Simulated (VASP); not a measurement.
Write the native input for VASP 6.6.1 that does the following.

```yaml
Task: single point
Functional: LDA
Potentials_or_basis: VASP PAW LDA potentials, release 64 (Pb_d, S)
Cutoff: 520 eV
k_mesh: 6 × 6 × 6
Occupations: fermi-dirac, width 0.05 eV
Spin: no spin polarisation
Dipole_correction: no
Further_INCAR_settings: ALGO = Normal; EDIFF = 1e-06; NBANDS = 17
```

The structure of PbS lies in POSCAR:

```
PbS
1.0
    3.9485600052      0.0000000000      0.0000000000
   -1.9742800026      3.4195529236      0.0000000000
    0.0000000000      0.0000000000      3.6574350256
Pb S
1 1
Direct
    0.0000000000      0.0000000000      0.0000000000
    0.6666666667      0.3333333333      0.5000000000
```

One way to write it, as run:

INCAR

```
SYSTEM = PbS
PREC = Accurate
ENCUT = 520
EDIFF = 1E-6
ISMEAR = -1
SIGMA = 0.05
LREAL = .FALSE.
LASPH = .TRUE.
NELM = 100
ALGO = Normal
ISIF = 2
LWAVE = .FALSE.
LCHARG = .FALSE.
GGA = CA
NBANDS = 17
```

KPOINTS

```
Automatic mesh
0
G
  6 6 6
  0 0 0
```

Potentials or basis: VASP PAW LDA potentials, release 64 (Pb_d, S).

The run is started by

```sh
$ cat potpaw_LDA.64/Pb_d/POTCAR potpaw_LDA.64/S/POTCAR > POTCAR
$ mpirun -np 1 vasp_std > vasp.out
```

Results of the run:

* Pressure: 1.3 GPa
* Band gap on the k mesh: zero (band 10 reaches 6.55 eV, above the bottom of band 11 at 5.36 eV)

Caveat: spin-orbit coupling is left out, which moves the levels of the heavy elements.

Wall time 11 s on 1 thread of Intel(R) Xeon(R) Platinum 8559C (Emerald Rapids), with other jobs on the host, peak memory 0.15 GiB.
